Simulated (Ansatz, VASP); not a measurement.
# CoSi2 in VASP and in Ansatz

```
CELL_PARAMETERS angstrom
0.00000 2.59698 2.59698
2.59698 0.00000 2.59698
2.59698 2.59698 0.00000
ATOMIC_POSITIONS crystal
Co 0.00000 0.00000 0.00000
Si 0.25000 0.25000 0.25000
Si 0.75000 0.75000 0.75000
```

Alike in both runs: task single point; functional PBE; k mesh 14 × 14 × 14; occupations gaussian, width 0.1 eV; no spin polarisation.

|  | VASP | Ansatz |
| --- | --- | --- |
| version | VASP 6.6.1 | Ansatz 0.2.0 |
| potentials or method | VASP PAW PBE potentials, release 64 (Co, Si), cutoff 520 eV | scalar-relativistic, plane waves, PAW |
| valence electrons in the cell | 17 | 25 |

|  | VASP | Ansatz | Ansatz less VASP |
| --- | --- | --- | --- |
| gap on the k mesh at the Fermi level (eV) | none | none | - |
| pressure (GPa) | 20.7 | 20.9 | +0.19 |

A gap of «none» marks a metal or a gap that the smearing closes. The functional is the same, so the differences come from potentials, cutoffs and numerics. VASP's potentials hold 17 valence electrons a cell and Ansatz's 25, so a difference there can come from the potentials and not from the codes.
